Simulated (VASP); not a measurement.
P2W, 12 atoms in the cell. The typed cell holds 12 atoms: a = 9.024 Å, b = 4.512 Å, c = 7.450 Å, α = 117.24°, β = 117.24°, γ = 40.83°. 

- Program: VASP 6.6.1
- Task: single point
- Functional: PBEsol
- Potentials or basis: VASP PAW PBE potentials, release 64 (P, W_sv)
- Cutoff: 520 eV
- k mesh: 3 × 5 × 2
- Occupations: gaussian, width 0.05 eV
- Spin: no spin polarisation
- Dipole correction: no
- Further INCAR settings: ALGO = Normal; EDIFF = 1e-06; NBANDS = 60

Potentials or basis: VASP PAW PBE potentials, release 64 (P, W_sv).

Run with:

```console
$ cat potpaw_PBE.64/P/POTCAR potpaw_PBE.64/W_sv/POTCAR > POTCAR
$ mpirun -np 1 vasp_std > vasp.out
```

Hardware: 1 thread of Intel Xeon 8259CL, with other jobs on the host.

Problem. Estimate the wall time of this run.

Solution. Run time: 6.6 min on 1 thread of Intel Xeon 8259CL, on a shared host, peak memory 0.43 GiB. Counts: scf iterations 15, k points 16.
